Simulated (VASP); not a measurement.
# SrTiO3 in VASP: a series of runs, part 2 of 3

VASP 6.6.1. The steps go on from the part before.

## (3) Single point, PBEsol

This run uses another cell than the first one, of 12.10 Å³/atom, 1.027 times its volume.

INCAR

```
ALGO = Normal
EDIFF = 1E-6
ENCUT = 520
GGA = PS
ISIF = 2
ISMEAR = 0
LASPH = T
LCHARG = F
LREAL = F
LWAVE = F
NBANDS = 28
NELM = 80
PREC = Accurate
SIGMA = 0.05
```

KPOINTS

```
k-points
0
Gamma
  8 8 8
```

POSCAR

```
SrTiO3
1.0
    3.9431369145      0.0000000000      0.0000000000
    0.0000000000      3.9431369145      0.0000000000
    0.0000000000      0.0000000000      3.8913815400
Sr Ti O
1 1 3
Direct
    0.0000000000      0.0000000000      0.0000000000
    0.5000000000      0.5000000000      0.5000000000
    0.0000000000      0.5000000000      0.5000000000
    0.5000000000      0.0000000000      0.5000000000
    0.5000000000      0.5000000000      0.0000000000
```

Potentials or basis: VASP PAW PBE potentials, release 64 (Sr_sv, Ti_sv, O).

The run is started by

```bash
cat potpaw_PBE.64/Sr_sv/POTCAR potpaw_PBE.64/Ti_sv/POTCAR potpaw_PBE.64/O/POTCAR > POTCAR
mpirun -np 1 vasp_std > vasp.out
```

OUTCAR:

```text
EDIFF = 1E-6
   ENCUT = 520
   GGA = PS
   ISIF = 2
   ISMEAR = 0
   LASPH = T
   LREAL = F
   NELM = 80
   PREC = Accurate

 ion  position               nearest neighbor table
   1  0.000  0.000  0.000-   3 2.77   4 2.77   3 2.77   4 2.77   3 2.77   3 2.77   4 2.77   4 2.77
                             5 2.79   5 2.79   5 2.79   5 2.79   2 3.40   2 3.40   2 3.40   2 3.40
   2  0.500  0.500  0.500-   5 1.95   5 1.95   3 1.97   4 1.97   4 1.97   3 1.97   1 3.40   1 3.40
                             1 3.40   1 3.40   1 3.40   1 3.40   1 3.40   1 3.40
   3  0.000  0.500  0.500-   2 1.97   2 1.97   1 2.77   1 2.77   1 2.77   1 2.77
   4  0.500  0.000  0.500-   2 1.97   2 1.97   1 2.77   1 2.77   1 2.77   1 2.77
   5  0.500  0.500  0.000-   2 1.95   2 1.95   1 2.79   1 2.79   1 2.79   1 2.79

  LATTYP: Found a simple tetragonal cell.
 ALAT       =     3.9431369145
 C/A-ratio  =     0.9868745682

  Lattice vectors:

 A1 = (   3.9431369145,   0.0000000000,   0.0000000000)
 A2 = (   0.0000000000,   3.9431369145,   0.0000000000)
 A3 = (   0.0000000000,   0.0000000000,   3.8913815400)

Analysis of symmetry for initial positions (statically):
=====================================================================
 Subroutine PRICEL returns:
 Original cell was already a primitive cell.

 Routine SETGRP: Setting up the symmetry group for a
 simple tetragonal supercell.

 Subroutine GETGRP returns: Found 16 space group operations
 (whereof 16 operations were pure point group operations)
 out of a pool of 16 trial point group operations.

The static configuration has the point symmetry D_4h.

Analysis of symmetry for dynamics (positions and initial velocities):
=====================================================================
 Subroutine PRICEL returns:
 Original cell was already a primitive cell.

 Routine SETGRP: Setting up the symmetry group for a
 simple tetragonal supercell.

 Subroutine GETGRP returns: Found 16 space group operations
 (whereof 16 operations were pure point group operations)
 out of a pool of 16 trial point group operations.

The dynamic configuration has the point symmetry D_4h.

 Subroutine INISYM returns: Found 16 space group operations
 (whereof 16 operations are pure point group operations),
 and found     1 'primitive' translations

----------------------------------------------------------------------------------------

                                     Primitive cell

  volume of cell :      60.5045

  direct lattice vectors                    reciprocal lattice vectors
     3.943136915  0.000000000  0.000000000     0.253605193  0.000000000  0.000000000
     0.000000000  3.943136915  0.000000000     0.000000000  0.253605193  0.000000000
     0.000000000  0.000000000  3.891381540     0.000000000  0.000000000  0.256978143

  length of vectors
     3.943136915  3.943136915  3.891381540     0.253605193  0.253605193  0.256978143

  position of ions in fractional coordinates (direct lattice)
     0.000000000  0.000000000  0.000000000
     0.500000000  0.500000000  0.500000000
     0.000000000  0.500000000  0.500000000
     0.500000000  0.000000000  0.500000000
     0.500000000  0.500000000  0.000000000

  ion indices of the primitive-cell ions
   primitive index   ion index
                 1           1
                 2           2
                 3           3
                 4           4
                 5           5

----------------------------------------------------------------------------------------

 KPOINTS: k-points

Automatic generation of k-mesh.
 Grid dimensions read from file:
 generate k-points for:    8    8    8

 Generating k-lattice:

  Cartesian coordinates                     Fractional coordinates (reciprocal lattice)
     0.031700649  0.000000000  0.000000000     0.125000000  0.000000000  0.000000000
     0.000000000  0.031700649  0.000000000     0.000000000  0.125000000  0.000000000
     0.000000000  0.000000000  0.032122268     0.000000000  0.000000000  0.125000000

  Length of vectors
     0.031700649  0.031700649  0.032122268

  Shift w.r.t. Gamma in fractional coordinates (k-lattice)
     0.000000000  0.000000000  0.000000000

 Subroutine IBZKPT returns following result:
 ===========================================

 Found     75 irreducible k-points:

 Following reciprocal coordinates:
            Coordinates               Weight
  0.000000  0.000000  0.000000      1.000000
  0.125000  0.000000  0.000000      4.000000
  0.250000  0.000000  0.000000      4.000000
  0.375000  0.000000  0.000000      4.000000
  0.500000  0.000000  0.000000      2.000000
  0.125000  0.125000  0.000000      4.000000
[... 16 lines left out ...]
  0.375000  0.125000  0.125000     16.000000
  0.500000  0.125000  0.125000      8.000000
 [... further k-points ...]
   k-points           NKPTS =     75   k-points in BZ     NKDIM =     75   number of bands    NBANDS=     28
   number of dos      NEDOS =    301   number of ions     NIONS =      5
   total plane-waves  NPLWV =  27000
   dimension x,y,z NGX =    30 NGY =   30 NGZ =   30
   dimension x,y,z NGXF=    60 NGYF=   60 NGZF=   60
   ions per type =               1   1   3
   NGX,Y,Z   is equivalent  to a cutoff of  12.65, 12.65, 12.82 a.u.
   NGXF,Y,Z  is equivalent  to a cutoff of  25.30, 25.30, 25.63 a.u.
 SYSTEM =  unknown system
   PREC   = accura    normal or accurate (medium, high low for compatibility)
   ISTART =      0    job   : 0-new  1-cont  2-samecut
   ICHARG =      2    charge: 1-file 2-atom 10-const
   ISPIN  =      1    spin polarized calculation?
   LNONCOLLINEAR =      F non collinear calculations
   LSORBIT =      F    spin-orbit coupling
   LASPH  =      T    aspherical Exc in radial PAW
   ENCUT  =  520.0 eV  38.22 Ry    6.18 a.u.   7.33  7.33  7.24*2*pi/ulx,y,z
   NELM   =     80;   NELMIN=  2; NELMDL= -5     # of ELM steps
   EDIFF  = 0.1E-05   stopping-criterion for ELM
   LREAL  =      F    real-space projection
[... 7 lines left out ...]
   TEBEG  =    0.0;   TEEND  =   0.0 temperature during run
   PSTRESS=    0.0 pullay stress
   NELECT =      40.0000    total number of electrons
   NUPDOWN=      -1.0000    fix difference up-down
   EMIN   =  10.00;   EMAX   =-10.00  energy-range for DOS
   EFERMI =   0.00;   METHOD = LEGACY
   ISMEAR =     0;   SIGMA  =   0.05  broadening in eV -4-tet -1-fermi 0-gaus
   EFERMI_NEDOS =   21; number of points for ismear=-14 and -15
   IALGO  =     38    algorithm
   IMIX   =      4    mixing-type and parameters
     AMIX     =   0.40;   BMIX     =  1.00
     AMIX_MAG =   1.60;   BMIX_MAG =  1.00
  volume/ion in A,a.u.               =      12.10        81.66
  Fermi-wavevector in a.u.,A,eV,Ry     =   1.426151  2.695035 27.672998  2.033908
  Thomas-Fermi vector in A             =   2.546459
   LORBIT       =      0    0 simple, 1 ext, 2 COOP (PROOUT), +10 PAW based schemes
   GGA     = PS    functional components
   LHFCALC =     F    Hartree Fock is set to
   AEXX    =    0.0000 exact exchange contribution
   IVDW    =     0    specifies the selected vdW correction
   LEPSILON=     F    determine dielectric tensor
   LRPA    =     F    only Hartree local field effects (RPA)
 non-spin polarized calculation
 Gauss-broadening in eV      SIGMA  =   0.05
  energy-cutoff  :      520.00
  volume of cell :       60.50
 maximum number of plane-waves:      1659
 NGX is ok and might be reduce to    30
   NGX = 15   NGY = 15   NGZ = 15

 number of electron      39.9999995 magnetization

 Free energy of the ion-electron system (eV)
  ---------------------------------------------------
  ext. energy  EPLUGINS =         0.00000000
  ---------------------------------------------------
  free energy    TOTEN  =       -41.99560025 eV

  energy without entropy =      -41.99560025  energy(sigma->0) =      -41.99560025

 E-fermi :   4.2030     XC(G=0): -11.4549

 val. band max:        3.9048586152   @ k =   0.5000   0.5000   0.5000
 cond. band min:       5.6545492437   @ k =   0.0000   0.0000   0.0000
 fundamental gap:      1.7496906285
 Fermi energy:         4.2029870942

 k-point     1 :       0.0000    0.0000    0.0000
  band No.  band energies     occupation
      1     -52.3694      2.00000
      2     -28.7975      2.00000
      3     -28.7281      2.00000
      4     -28.7169      2.00000
      5     -28.7169      2.00000
      6     -13.4089      2.00000
[... 20 lines left out ...]
     27       9.2173      0.00000
[... 691 lines left out ...]
      6     -13.4640      2.00000
[... 20 lines left out ...]
     27      11.4595      0.00000
     28      12.3232      0.00000

 [... further k-points ...]
[... 5 lines left out ...]
  --------------------------------------------------------------------------------------
  -------------------------------------------------------------------------------------
  Total       -1.8865656     -1.8865656     -0.7600264      0.0000000      0.0000000      0.0000000
  in kB      -49.9568416    -49.9568416    -20.1257337      0.0000000      0.0000000      0.0000000
  external PRESSURE =     -40.0131390 kB  Pullay stress =       0.0000000 kB

 VOLUME and BASIS-vectors are now :
 -----------------------------------------------------------------------------
  energy-cutoff  :      520.00
  volume of cell :       60.50
      direct lattice vectors                 reciprocal lattice vectors
     3.943136915  0.000000000  0.000000000     0.253605193  0.000000000  0.000000000
     0.000000000  3.943136915  0.000000000     0.000000000  0.253605193  0.000000000
     0.000000000  0.000000000  3.891381540     0.000000000  0.000000000  0.256978143

 POSITION                                       TOTAL-FORCE (eV/Angst)
 -----------------------------------------------------------------------------------
      0.00000      0.00000      0.00000         0.000000      0.000000      0.000000
      1.97157      1.97157      1.94569         0.000000      0.000000      0.000000
      0.00000      1.97157      1.94569         0.000000      0.000000      0.000000
      1.97157      0.00000      1.94569         0.000000      0.000000      0.000000
      1.97157      1.97157      0.00000         0.000000      0.000000      0.000000
 -----------------------------------------------------------------------------------
    total drift:                                0.000000      0.000000     -0.000000

  FREE ENERGIE OF THE ION-ELECTRON SYSTEM (eV)
  ---------------------------------------------------
  free  energy   TOTEN  =       -41.9956002502 eV

  energy  without entropy=      -41.9956002502  energy(sigma->0) =      -41.99560025
```

OSZICAR:

```text
N       E                     dE             d eps       ncg     rms          rms(c)
DAV:   1     0.428104584211E+03    0.42810E+03   -0.21300E+04  4200   0.159E+03
DAV:   2    -0.571260399192E+01   -0.43382E+03   -0.41366E+03  4760   0.437E+02
DAV:   3    -0.495670849097E+02   -0.43854E+02   -0.43526E+02  5760   0.134E+02
DAV:   4    -0.516532889682E+02   -0.20862E+01   -0.20813E+01  6388   0.251E+01
DAV:   5    -0.517054303204E+02   -0.52141E-01   -0.52129E-01  5816   0.334E+00    0.262E+01
DAV:   6    -0.421378076075E+02    0.95676E+01   -0.50053E+01  5956   0.628E+01    0.148E+01
DAV:   7    -0.421012521677E+02    0.36555E-01   -0.74468E+00  5468   0.202E+01    0.109E+01
DAV:   8    -0.421174282400E+02   -0.16176E-01   -0.17860E+00  5052   0.138E+01    0.325E+00
DAV:   9    -0.420076560409E+02    0.10977E+00   -0.45155E-01  5152   0.648E+00    0.123E+00
DAV:  10    -0.420028617739E+02    0.47943E-02   -0.10067E-01  5088   0.211E+00    0.804E-01
DAV:  11    -0.419956340409E+02    0.72277E-02   -0.29060E-02  6460   0.169E+00    0.162E-01
DAV:  12    -0.419956114235E+02    0.22617E-04   -0.19444E-03  4976   0.481E-01    0.116E-01
DAV:  13    -0.419956075293E+02    0.38942E-05   -0.57900E-04  6296   0.173E-01    0.597E-02
DAV:  14    -0.419956070114E+02    0.51787E-06   -0.59359E-05  5204   0.555E-02    0.293E-02
DAV:  15    -0.419956014319E+02    0.55796E-05   -0.10569E-05  6188   0.289E-02    0.182E-02
DAV:  16    -0.419956002010E+02    0.12309E-05   -0.15656E-05  4788   0.267E-02    0.393E-03
DAV:  17    -0.419956002502E+02   -0.49222E-07   -0.13297E-06  3108   0.107E-02
   1 F= -.41995600E+02 E0= -.41995600E+02  d E =-.429821E-19
```

It took 4.1 min on 1 thread of Intel Xeon Platinum 8259CL at 2.50GHz (Skylake/Cascade Lake), shared host; peak memory 0.26 GiB.

Results:

| Item | Value |
| --- | --- |
| Free energy | -41.9956 eV |
| Pressure | -4.0 GPa |
| Band gap on the k mesh | 1.75 eV, indirect (least direct gap 2.12 eV) |

Stress tensor (GPa, compression positive):
```
-5.00  0.00  0.00
 0.00 -5.00  0.00
 0.00  0.00 -2.01
```

Levels at points of the mesh, in eV from the valence-band top:
```
           k point  band 18  band 19  band 20  band 21  band 22  band 23
(0.00, 0.00, 0.00)    -0.38    -0.38    -0.37     1.75     1.77     1.77
(0.50, 0.00, 0.00)    -1.99    -0.75    -0.74     1.94     3.65     3.65
(0.50, 0.50, 0.00)    -1.64    -1.64    -0.13     3.66     3.66     4.09
(0.00, 0.00, 0.50)    -2.00    -0.76    -0.76     1.93     3.77     3.77
(0.50, 0.00, 0.50)    -1.56    -1.56    -0.09     3.65     3.78     4.17
(0.50, 0.50, 0.50)    -0.03     0.00     0.00     4.31     4.38     4.38
```

Caveat: the PAW data sets were made with another functional, which shifts forces and pressure a little. A k mesh can miss the band edges.

(Continued in part 3 of 3.)
